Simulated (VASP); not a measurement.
AlN (aluminium nitride): relaxation of cell and atoms with LDA

AlN (aluminium nitride):

```
Al N
1.0
     3.09000    0.00000    0.00000
    -1.54500    2.67602    0.00000
     0.00000    0.00000    4.95000
Al N
2 2
Cartesian
  0.0000 1.7840 0.0000
  1.5450 0.8920 2.4750
  0.0000 1.7840 1.8661
  1.5450 0.8920 4.3411
```

```yaml
Program: VASP 6.6.1
Task: relaxation of cell and atoms
Functional: LDA
Potentials_or_basis: VASP PAW LDA potentials, release 64 (Al, N)
Cutoff: 600 eV
k_mesh: 8 × 8 × 5
Occupations: gaussian, width 0.01 eV
Spin: no spin polarisation
Dipole_correction: no
Further_INCAR_settings: ALGO = Normal; EDIFF = 1e-06; IBRION = 2; EDIFFG = -0.003; NSW = 100; ISIF = 3
```

```json
{"Relaxed volume": "10.24 Å³/atom", "Relaxed cell": "a = 3.092 Å, b = 3.092 Å, c = 4.947 Å, α = 90.00°, β = 90.00°, γ = 120.00°", "Space group after relaxing (to 0.05 Å)": "P6_3mc (No. 186)", "Energy gained by relaxing": "2.0 meV/atom", "Ionic steps": "9", "Pressure after relaxing": "0.0 GPa", "Band gap on the k mesh": "4.40 eV, direct"}
```

The path:
```csv
step,energy change (eV),largest force (eV/Å),pressure (GPa),volume (Å³)
1,0.0000,0.3355,0.20,40.93
2,-0.0002,0.2331,-0.13,41.01
3,-0.0068,0.0354,-0.03,40.97
4,-0.0076,0.0175,-0.04,40.96
5,-0.0078,0.0023,-0.05,40.96
6,-0.0078,0.0013,-0.05,40.96
7,-0.0078,0.0007,-0.05,40.96
8,-0.0078,0.0023,0.06,40.94
9,-0.0078,0.0006,0.00,40.95
```

Final structure:
```xyz
4
Lattice="3.0915 0.0000 0.0000 -1.5458 2.6773 0.0000 0.0000 0.0000 4.9471" Properties=species:S:1:pos:R:3 pbc="T T T"
Al    0.0000    1.7849    4.9347
Al    1.5458    0.8924    2.4611
N     0.0000    1.7849    1.8774
N     1.5458    0.8924    4.3510
```

Levels at points of the mesh, in eV from the valence-band top:
```
           k point  band 4  band 5  band 6  band 7  band 8  band 9  band 10  band 11  band 12
(0.00, 0.00, 0.00)   -0.89   -0.89   -0.23   -0.23    0.00    4.40     6.71    10.64    11.08
(0.50, 0.00, 0.00)   -4.25   -3.43   -2.15   -1.84   -0.71    5.71     5.72     8.25    10.27
```

It took 2.9 min on 1 thread of AMD EPYC 7R13, with other jobs on the host, peak memory 0.12 GiB.

A hybrid or GW would open this gap; LDA tends to underestimate it.
